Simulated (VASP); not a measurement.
# Ni (Im-3m) in VASP: further runs

Aim: see how the results for Ni move with the level of theory and the settings. Levels: PBE, r2SCAN. Tasks: single point.

All numbers are computed with VASP 6.6.1; they aren't measurements. Logs are shortened: lines on timing, memory, paths and dates and some standing lists are left out, and cuts for length are marked.

## 1. The cell of the first run

It takes space group Im-3m (No. 229, cubic). Conventional cell: a = 2.806 Å, b = 2.806 Å, c = 2.806 Å, α = 90.00°, β = 90.00°, γ = 90.00°. Ni (site symmetry m-3m) has 14 Ni at 2.43 to 2.81 Å within 3.2 Å.

This isn't the form of Ni at room conditions, which is fcc.

## 2. Single point, PBE, collinear spin, ferromagnetic start (11.04 Å³/atom)

The input, INCAR:

```
PREC = Accurate
ENCUT = 520
EDIFF = 1E-6
ISMEAR = 0
SIGMA = 0.05
LREAL = F
LASPH = T
NELM = 150
ALGO = Fast
ISIF = 2
LWAVE = F
LCHARG = F
ISPIN = 2
MAGMOM = 0.69
LORBIT = 11
LMAXMIX = 4
GGA = PE
NBANDS = 15
```

The input, KPOINTS:

```
Automatic mesh
0
Gamma
  10 10 10
```

The input, POSCAR:

```
Ni
1.0
   -1.4028443884      1.4028443884      1.4028443884
    1.4028443884     -1.4028443884      1.4028443884
    1.4028443884      1.4028443884     -1.4028443884
Ni
1
Direct
    0.0000000000      0.0000000000      0.0000000000
```

Potentials or basis: VASP PAW PBE potentials, release 64 (Ni).

Started as:

```
cat potpaw_PBE.64/Ni/POTCAR > POTCAR
mpirun -np 1 vasp_std > vasp.out
```

OUTCAR:

```text
PREC = Accurate
   ENCUT = 520
   EDIFF = 1E-6
   ISMEAR = 0
   LREAL = F
   LASPH = T
   NELM = 150
   ISIF = 2
   ISPIN = 2
   LORBIT = 11
   GGA = PE

 ion  position               nearest neighbor table
   1  0.000  0.000  0.000-

  LATTYP: Found a body centered cubic cell.
 ALAT       =     2.8056887768

  Lattice vectors:

 A1 = (  -1.4028443884,   1.4028443884,   1.4028443884)
 A2 = (   1.4028443884,  -1.4028443884,   1.4028443884)
 A3 = (   1.4028443884,   1.4028443884,  -1.4028443884)

Analysis of symmetry for initial positions (statically):
=====================================================================
 Subroutine PRICEL returns:
 Original cell was already a primitive cell.

 Routine SETGRP: Setting up the symmetry group for a
 body centered cubic supercell.

 Subroutine GETGRP returns: Found 48 space group operations
 (whereof 48 operations were pure point group operations)
 out of a pool of 48 trial point group operations.

The static configuration has the point symmetry O_h .

Analysis of symmetry for dynamics (positions and initial velocities):
=====================================================================
 Subroutine PRICEL returns:
 Original cell was already a primitive cell.

 Routine SETGRP: Setting up the symmetry group for a
 body centered cubic supercell.

 Subroutine GETGRP returns: Found 48 space group operations
 (whereof 48 operations were pure point group operations)
 out of a pool of 48 trial point group operations.

The dynamic configuration has the point symmetry O_h .

Analysis of structural, dynamic, and magnetic symmetry:
=====================================================================
 Subroutine PRICEL returns:
 Original cell was already a primitive cell.

 Routine SETGRP: Setting up the symmetry group for a
 body centered cubic supercell.

 Subroutine GETGRP returns: Found 48 space group operations
 (whereof 48 operations were pure point group operations)
 out of a pool of 48 trial point group operations.

The overall configuration has the point symmetry O_h .

 Subroutine INISYM returns: Found 48 space group operations
 (whereof 48 operations are pure point group operations),
 and found     1 'primitive' translations

----------------------------------------------------------------------------------------

                                     Primitive cell

  volume of cell :      11.0430

  direct lattice vectors                    reciprocal lattice vectors
    -1.402844388  1.402844388  1.402844388     0.000000000  0.356418719  0.356418719
     1.402844388 -1.402844388  1.402844388     0.356418719  0.000000000  0.356418719
     1.402844388  1.402844388 -1.402844388     0.356418719  0.356418719  0.000000000

  length of vectors
     2.429797756  2.429797756  2.429797756     0.504052186  0.504052186  0.504052186

  position of ions in fractional coordinates (direct lattice)
     0.000000000  0.000000000  0.000000000

  ion indices of the primitive-cell ions
   primitive index   ion index
                 1           1

----------------------------------------------------------------------------------------

 KPOINTS: Automatic mesh

Automatic generation of k-mesh.
 Grid dimensions read from file:
 generate k-points for:   10   10   10

 Generating k-lattice:

  Cartesian coordinates                     Fractional coordinates (reciprocal lattice)
     0.000000000  0.035641872  0.035641872     0.100000000  0.000000000  0.000000000
     0.035641872  0.000000000  0.035641872     0.000000000  0.100000000  0.000000000
     0.035641872  0.035641872  0.000000000     0.000000000  0.000000000  0.100000000

  Length of vectors
     0.050405219  0.050405219  0.050405219

  Shift w.r.t. Gamma in fractional coordinates (k-lattice)
     0.000000000  0.000000000  0.000000000

 Subroutine IBZKPT returns following result:
 ===========================================

 Found     47 irreducible k-points:

 Following reciprocal coordinates:
            Coordinates               Weight
  0.000000  0.000000  0.000000      1.000000
  0.100000  0.000000  0.000000     12.000000
  0.200000  0.000000  0.000000     12.000000
  0.300000  0.000000  0.000000     12.000000
  0.400000  0.000000  0.000000     12.000000
  0.500000  0.000000  0.000000      6.000000
[... 16 lines left out ...]
  0.300000  0.300000  0.100000      8.000000
 -0.300000  0.300000  0.100000     24.000000
 [... further k-points ...]
   k-points           NKPTS =     47   k-points in BZ     NKDIM =     47   number of bands    NBANDS=     15
   number of dos      NEDOS =    301   number of ions     NIONS =      1
   total plane-waves  NPLWV =   5832
   dimension x,y,z NGX =    18 NGY =   18 NGZ =   18
   dimension x,y,z NGXF=    36 NGYF=   36 NGZF=   36
   ions per type =               1
   NGX,Y,Z   is equivalent  to a cutoff of  12.32, 12.32, 12.32 a.u.
   NGXF,Y,Z  is equivalent  to a cutoff of  24.63, 24.63, 24.63 a.u.
 SYSTEM =  unknown system
   PREC   = accura    normal or accurate (medium, high low for compatibility)
   ISTART =      0    job   : 0-new  1-cont  2-samecut
   ICHARG =      2    charge: 1-file 2-atom 10-const
   ISPIN  =      2    spin polarized calculation?
   LNONCOLLINEAR =      F non collinear calculations
   LSORBIT =      F    spin-orbit coupling
   LASPH  =      T    aspherical Exc in radial PAW
   ENCUT  =  520.0 eV  38.22 Ry    6.18 a.u.   4.52  4.52  4.52*2*pi/ulx,y,z
   NELM   =    150;   NELMIN=  2; NELMDL= -5     # of ELM steps
   EDIFF  = 0.1E-05   stopping-criterion for ELM
   LREAL  =      F    real-space projection
   EDIFFG = 0.1E-04   stopping-criterion for IOM
   NSW    =      0    number of steps for IOM
   IBRION =     -1    ionic relax: 0-MD 1-quasi-New 2-CG
   NFREE  =      0    steps in history (QN), initial steepest desc. (CG)
   ISIF   =      2    stress and relaxation
   ISYM   =      2    0-nonsym 1-usesym 2-fastsym
   POTIM  = 0.5000    time-step for ionic-motion
   TEBEG  =    0.0;   TEEND  =   0.0 temperature during run
   PSTRESS=    0.0 pullay stress
   NELECT =      10.0000    total number of electrons
   NUPDOWN=      -1.0000    fix difference up-down
   EMIN   =  10.00;   EMAX   =-10.00  energy-range for DOS
   EFERMI =   0.00;   METHOD = LEGACY
   ISMEAR =     0;   SIGMA  =   0.05  broadening in eV -4-tet -1-fermi 0-gaus
   EFERMI_NEDOS =   21; number of points for ismear=-14 and -15
   IALGO  =     68    algorithm
   IMIX   =      4    mixing-type and parameters
     AMIX     =   0.40;   BMIX     =  1.00
     AMIX_MAG =   1.60;   BMIX_MAG =  1.00
  volume/ion in A,a.u.               =      11.04        74.52
  Fermi-wavevector in a.u.,A,eV,Ry     =   1.583843  2.993028 34.130992  2.508557
  Thomas-Fermi vector in A             =   2.683551
   LORBIT       =     11    0 simple, 1 ext, 2 COOP (PROOUT), +10 PAW based schemes
   GGA     = PE    functional components
   LHFCALC =     F    Hartree Fock is set to
   AEXX    =    0.0000 exact exchange contribution
   IVDW    =     0    specifies the selected vdW correction
   LEPSILON=     F    determine dielectric tensor
   LRPA    =     F    only Hartree local field effects (RPA)
 spin polarized calculation
 RMM-DIIS sequential band-by-band and
 Gauss-broadening in eV      SIGMA  =   0.05
  energy-cutoff  :      520.00
  volume of cell :       11.04
 maximum number of plane-waves:       321
   NGX =  9   NGY =  9   NGZ =  9

 number of electron      10.0000000 magnetization       0.6900000

 number of electron       9.9999983 magnetization       0.5929750

 Free energy of the ion-electron system (eV)
  ---------------------------------------------------
  ext. energy  EPLUGINS =         0.00000000
  ---------------------------------------------------
  free energy    TOTEN  =        -5.37286032 eV

  energy without entropy =       -5.37003744  energy(sigma->0) =       -5.37144888

 E-fermi :   9.0588     XC(G=0): -13.1619

 val. band max:        9.0526316379   @ k =   0.4000   0.2000  -0.0000
 cond. band min:       9.0603707510   @ k =   0.2000   0.2000   0.0000
 fundamental gap:      0.0077391131
 Fermi energy:         9.0588361549

 spin component 1

 k-point     1 :       0.0000    0.0000    0.0000
  band No.  band energies     occupation
      1       0.2561      1.00000
      2       6.7661      1.00000
      3       6.7661      1.00000
      4       6.7661      1.00000
      5       8.1789      1.00000
      6       8.1789      1.00000
      7      35.3452      0.00000
      8      35.3452      0.00000
      9      35.3452      0.00000
     10      40.1413      0.00000
     11      40.1413      0.00000
     12      40.9790      0.00000
     13      40.9790      0.00000
     14      40.9790      0.00000
[... 401 lines left out ...]
      2       6.3618      1.00000
      3       6.6976      1.00000
      4       7.7164      1.00000
      5       8.0730      1.00000
      6       8.5606      1.00000
      7      22.3777      0.00000
      8      28.7622      0.00000
      9      29.1016      0.00000
     10      35.7204      0.00000
     11      36.2974      0.00000
     12      39.0689      0.00000
     13      49.0798      0.00000
     14      49.3039      0.00000
     15      52.6904      0.00000

 [... further k-points ...]

 spin component 2

 k-point     1 :       0.0000    0.0000    0.0000
  band No.  band energies     occupation
      1       0.2441      1.00000
      2       7.5008      1.00000
      3       7.5008      1.00000
      4       7.5008      1.00000
      5       8.6700      1.00000
      6       8.6701      1.00000
      7      35.2413      0.00000
      8      35.2413      0.00000
      9      35.2413      0.00000
     10      40.0658      0.00000
     11      40.0658      0.00000
     12      41.1688      0.00000
     13      41.1688      0.00000
     14      41.1688      0.00000
[... 401 lines left out ...]
      2       7.0573      1.00000
      3       7.1830      1.00000
      4       8.3100      1.00000
      5       8.8639      1.00000
      6       9.0380      0.72188
      7      22.5303      0.00000
      8      28.9078      0.00000
      9      29.0803      0.00000
     10      35.7609      0.00000
     11      36.3925      0.00000
     12      39.1184      0.00000
     13      49.1072      0.00000
     14      49.3518      0.00000
     15      52.7228      0.00000

 [... further k-points ...]

------------------------ aborting loop because EDIFF is reached ----------------------------------------

  FORCE on cell =-STRESS in cart. coord.  units (eV):
  Direction    XX          YY          ZZ          XY          YZ          ZX
  --------------------------------------------------------------------------------------
  -------------------------------------------------------------------------------------
  Total       -0.0610259     -0.0610259     -0.0610259     -0.0000000     -0.0000000      0.0000000
  in kB       -8.8539384     -8.8539384     -8.8539384     -0.0000000     -0.0000000      0.0000000
  external PRESSURE =      -8.8539384 kB  Pullay stress =       0.0000000 kB

 VOLUME and BASIS-vectors are now :
 -----------------------------------------------------------------------------
  energy-cutoff  :      520.00
  volume of cell :       11.04
      direct lattice vectors                 reciprocal lattice vectors
    -1.402844388  1.402844388  1.402844388     0.000000000  0.356418719  0.356418719
     1.402844388 -1.402844388  1.402844388     0.356418719  0.000000000  0.356418719
     1.402844388  1.402844388 -1.402844388     0.356418719  0.356418719  0.000000000

 POSITION                                       TOTAL-FORCE (eV/Angst)
 -----------------------------------------------------------------------------------
      0.00000      0.00000      0.00000         0.000000     -0.000000      0.000000
 -----------------------------------------------------------------------------------
    total drift:                                0.000000      0.000000      0.000000

  FREE ENERGIE OF THE ION-ELECTRON SYSTEM (eV)
  ---------------------------------------------------
  free  energy   TOTEN  =        -5.3728603151 eV

  energy  without entropy=       -5.3700374437  energy(sigma->0) =       -5.37144888

 total charge

# of ion       s       p       d       tot
------------------------------------------
    1        0.486   0.475   8.328   9.289

 magnetization (x)

# of ion       s       p       d       tot
------------------------------------------
    1       -0.005  -0.016   0.623   0.602
```

Run time: 11 s. Hardware: 1 thread of Intel Xeon Platinum 8559C (Emerald Rapids), shared host; peak memory 0.12 GiB.

What came out:

| Quantity | Value |
| --- | --- |
| Free energy | -5.3729 eV |
| Pressure | -0.9 GPa |
| Net moment | 0.59 μB per cell |
| Site moments | Ni +0.60 μB |
| Valence electrons inside the program's atomic spheres | Ni 9.29 |

## 3. Single point, r2SCAN

This run uses another cell than the first one, of 10.57 Å³/atom.

The input, POSCAR:

```
Ni
1.0
   -1.3826373139      1.3826373139      1.3826373139
    1.3826373139     -1.3826373139      1.3826373139
    1.3826373139      1.3826373139     -1.3826373139
Ni
1
Direct
    0.0000000000      0.0000000000      0.0000000000
```

The input, INCAR.step1:

```
SYSTEM = Ni
ALGO = Normal
EDIFF = 1E-4
ENCUT = 520
GGA = PE
ISMEAR = 0
LASPH = .True.
LCHARG = .False.
LREAL = .False.
LWAVE = .True.
NBANDS = 11
NELM = 80
PREC = Accurate
SIGMA = 0.05
```

The input, INCAR.step2:

```
SYSTEM = Ni
ALGO = Normal
EDIFF = 1E-7
ENCUT = 520
ISIF = 2
ISMEAR = 0
ISTART = 1
LASPH = .True.
LCHARG = .False.
LMIXTAU = .True.
LREAL = .False.
LWAVE = .False.
METAGGA = R2SCAN
NBANDS = 11
NELM = 80
PREC = Accurate
SIGMA = 0.05
```

The input, KPOINTS:

```
k-points
0
Gamma
  20 20 20
  0 0 0
```

Potentials or basis: VASP PAW PBE potentials, release 64 (Ni).

Started as:

```
cat potpaw_PBE.64/Ni/POTCAR > POTCAR
cp INCAR.step1 INCAR
mpirun -np 1 vasp_std > vasp.out
cp INCAR.step2 INCAR
mpirun -np 1 vasp_std > vasp.out
```

Wall time 64 s (1 thread of Intel Xeon Platinum 8559C (Emerald Rapids), shared host); peak memory 0.14 GiB.

Results (log left out):

```yaml
Free_energy: -11.7783 eV
Pressure: -2.4 GPa
Band_gap_on_the_k_mesh: zero (bands 5 and 6 overlap by 1.17 eV)
```

Levels at points of the mesh, in eV from the Fermi level:
| k point | band 3 | band 4 | band 5 | band 6 | band 7 | band 8 |
| --- | --- | --- | --- | --- | --- | --- |
| (0.00, 0.00, 0.00) | -1.97 | -1.97 | -0.66 | -0.66 | 27.95 | 27.95 |
| (0.50, 0.00, 0.00) | -0.67 | -0.49 | 0.33 | 0.46 | 7.28 | 20.32 |
| (0.50, 0.50, 0.50) | 0.22 | 0.22 | 0.22 | 10.61 | 10.61 | 10.61 |

Caveat: the PAW data sets were made with another functional, which shifts forces and pressure a little; the run has no spin polarisation, though such a crystal can be magnetic. Spin polarisation is off, so any magnetic state and its effect on volume and gap are missing.

## 4. Single point, r2SCAN, collinear spin, ferromagnetic start (10.42 Å³/atom)

This run uses another cell than the first one, of 10.42 Å³/atom.

The input, POSCAR:

```
Ni
1.0
   -1.3759460641      1.3759460641      1.3759460641
    1.3759460641     -1.3759460641      1.3759460641
    1.3759460641      1.3759460641     -1.3759460641
Ni
1
Direct
    0.0000000000      0.0000000000      0.0000000000
```

The input, INCAR.step1:

```
ALGO = Normal
EDIFF = 1E-4
ENCUT = 520
GGA = PE
ISMEAR = 0
ISPIN = 2
LASPH = T
LCHARG = F
LMAXMIX = 4
LREAL = F
LWAVE = T
MAGMOM = 0.77
NBANDS = 15
NELM = 150
PREC = Accurate
SIGMA = 0.05
```

The input, INCAR.step2:

```
ALGO = Normal
EDIFF = 1E-6
ENCUT = 520
ISIF = 2
ISMEAR = 0
ISPIN = 2
ISTART = 1
LASPH = T
LCHARG = F
LMAXMIX = 4
LMIXTAU = T
LORBIT = 11
LREAL = F
LWAVE = F
MAGMOM = 0.77
METAGGA = R2SCAN
NBANDS = 15
NELM = 150
PREC = Accurate
SIGMA = 0.05
```

The input, KPOINTS:

```
k-points
0
Gamma
  20 20 20
```

Started as:

```
cat potpaw_PBE.64/Ni/POTCAR > POTCAR
cp INCAR.step1 INCAR
mpirun -np 1 vasp_std > vasp.out
cp INCAR.step2 INCAR
mpirun -np 1 vasp_std > vasp.out
```

Run time: 2.8 min. Hardware: 1 thread of Intel Xeon Platinum 8559C (Emerald Rapids), shared host; peak memory 0.17 GiB.

Results (log left out):

* Free energy: -11.8314 eV
* Pressure: 3.6 GPa
* Net moment: 0.60 μB per cell
* Site moments: Ni +0.62 μB
* Valence electrons inside the program's atomic spheres: Ni 9.43

Levels at points of the mesh, in eV from the Fermi level:
Spin up:
```tsv
k point	band 3	band 4	band 5	band 6	band 7	band 8
(0.00, 0.00, 0.00)	-2.72	-2.72	-1.12	-1.12	27.96	27.96
(0.50, 0.00, 0.00)	-1.22	-0.95	-0.32	0.22	6.98	20.31
(0.50, 0.50, 0.50)	-0.55	-0.55	-0.55	10.53	10.53	10.53
```
Spin down:
| k point | band 3 | band 4 | band 5 | band 6 | band 7 | band 8 |
| --- | --- | --- | --- | --- | --- | --- |
| (0.00, 0.00, 0.00) | -1.61 | -1.61 | -0.53 | -0.53 | 27.93 | 27.93 |
| (0.50, 0.00, 0.00) | -0.45 | -0.35 | 0.05 | 0.96 | 7.50 | 20.26 |
| (0.50, 0.50, 0.50) | 0.71 | 0.71 | 0.71 | 10.56 | 10.56 | 10.56 |

Caveat: the cell stands under pressure; the PAW data sets were made with another functional, which shifts forces and pressure a little.

## 5. Single point, r2SCAN, collinear spin, ferromagnetic start (10.57 Å³/atom)

This run uses another cell than the first one, of 10.57 Å³/atom.

The input, POSCAR:

```
Ni
1.0
   -1.3826373139      1.3826373139      1.3826373139
    1.3826373139     -1.3826373139      1.3826373139
    1.3826373139      1.3826373139     -1.3826373139
Ni
1
Direct
    0.0000000000      0.0000000000      0.0000000000
```

The input, INCAR.step1:

```
SYSTEM = Ni
PREC = Accurate ; ENCUT = 520
ISMEAR = 0 ; SIGMA = 0.05
LREAL = .False. ; LASPH = .True.
NELM = 150 ; ISPIN = 2
MAGMOM = 0.74 ; LMAXMIX = 4
NBANDS = 15 ; GGA = PE
ALGO = Normal ; EDIFF = 1E-4
LWAVE = .True. ; LCHARG = .False.
```

The input, INCAR.step2:

```
SYSTEM = Ni
PREC = Accurate ; ENCUT = 520
EDIFF = 1E-6 ; ISMEAR = 0
SIGMA = 0.05 ; LREAL = .False.
LASPH = .True. ; NELM = 150
ALGO = Normal ; ISIF = 2
LWAVE = .False. ; LCHARG = .False.
ISPIN = 2 ; MAGMOM = 0.74
LORBIT = 11 ; LMAXMIX = 4
METAGGA = R2SCAN ; LMIXTAU = .True.
NBANDS = 15 ; ISTART = 1
```

The input, KPOINTS:

```
Automatic mesh
0
Gamma
  20 20 20
  0 0 0
```

Started as:

```
cat potpaw_PBE.64/Ni/POTCAR > POTCAR
cp INCAR.step1 INCAR
mpirun -np 1 vasp_std > vasp.out
cp INCAR.step2 INCAR
mpirun -np 1 vasp_std > vasp.out
```

Wall time 2.7 min (1 thread of Intel Xeon Platinum 8559C (Emerald Rapids), shared host); peak memory 0.17 GiB.

Results (log left out):

```yaml
Free_energy: -11.8332 eV
Pressure: 0.4 GPa
Net_moment: 0.61 μB per cell
Site_moments: Ni +0.62 μB
Valence_electrons_inside_the_program's_atomic_spheres: Ni 9.40
```

Levels at points of the mesh, in eV from the Fermi level:
Spin up:
| k point | band 3 | band 4 | band 5 | band 6 | band 7 | band 8 |
| --- | --- | --- | --- | --- | --- | --- |
| (0.00, 0.00, 0.00) | -2.68 | -2.68 | -1.12 | -1.12 | 27.80 | 27.80 |
| (0.50, 0.00, 0.00) | -1.22 | -0.95 | -0.34 | 0.24 | 6.86 | 20.17 |
| (0.50, 0.50, 0.50) | -0.57 | -0.57 | -0.57 | 10.43 | 10.43 | 10.43 |
Spin down:
```csv
k point,band 3,band 4,band 5,band 6,band 7,band 8
"(0.00, 0.00, 0.00)",-1.57,-1.57,-0.52,-0.52,27.76,27.76
"(0.50, 0.00, 0.00)",-0.44,-0.34,0.07,0.95,7.38,20.12
"(0.50, 0.50, 0.50)",0.70,0.70,0.70,10.45,10.45,10.45
```

Caveat: the PAW data sets were made with another functional, which shifts forces and pressure a little.

## 6. The runs side by side

| level | spin | cell | k mesh | gap on the mesh (eV) | pressure (GPa) | moment (μB) |
| --- | --- | --- | --- | --- | --- | --- |
| PBE | collinear, ferromagnetic start | a = 2.430 Å, angles 109.5°, 1 atom | 10 × 10 × 10 | none | -0.9 | 0.59 |
| r2SCAN | off | a = 2.395 Å, angles 109.5°, 1 atom | 20 × 20 × 20 | none | -2.4 | - |
| r2SCAN | collinear, ferromagnetic start | a = 2.383 Å, angles 109.5°, 1 atom | 20 × 20 × 20 | none | 3.6 | 0.60 |
| r2SCAN | collinear, ferromagnetic start | a = 2.395 Å, angles 109.5°, 1 atom | 20 × 20 × 20 | none | 0.4 | 0.61 |

Alike in all rows: task single point; potentials or basis VASP PAW PBE potentials, release 64 (Ni); cutoff (eV) 520; smearing gaussian 0.05 eV.

Caveats: the PAW data sets were made with another functional, which shifts forces and pressure a little (at least some runs); the cell stands under pressure (at least some runs).

Absolute energies hang on the potentials; compare differences alone.
